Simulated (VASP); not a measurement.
Here is a VASP 6.6.1 calculation.

The input INCAR:

```
SYSTEM = ZrIn
ALGO = Normal ; EDIFF = 1E-6
ENCUT = 520 ; GGA = CA
ISIF = 2 ; ISMEAR = 0
LASPH = .True. ; LCHARG = .True.
LELF = .True. ; LREAL = .False.
LVHAR = .True. ; LWAVE = .False.
NBANDS = 20 ; NELM = 80
PREC = Accurate ; SIGMA = 0.1
```

KPOINTS

```
k-points
0
Gamma
  8 8 6
  0 0 0
```

The input POSCAR:

```
ZrIn
1.0
    3.0959106886      0.0000000000      0.0000000000
    0.0000000000      3.0959106886      0.0000000000
    0.0000000000      0.0000000000      4.3032978231
Zr In
1 1
Direct
    0.0000000000      0.0000000000      0.0000000000
    0.5000000000      0.5000000000      0.5000000000
```

Potentials or basis: VASP PAW LDA potentials, release 64 (Zr_sv, In_d).

Command:

```bash
$ cat potpaw_LDA.64/Zr_sv/POTCAR potpaw_LDA.64/In_d/POTCAR > POTCAR
$ mpirun -np 1 vasp_std > vasp.out
```

(1) Estimate the pressure.

(2) Estimate the band gap on the k mesh.

Answers

(1) 0.3 GPa.

(2) zero (an odd number of electrons rules out a gap without spin polarisation).

Caveat: spin-orbit coupling is left out, which moves the levels of the heavy elements.
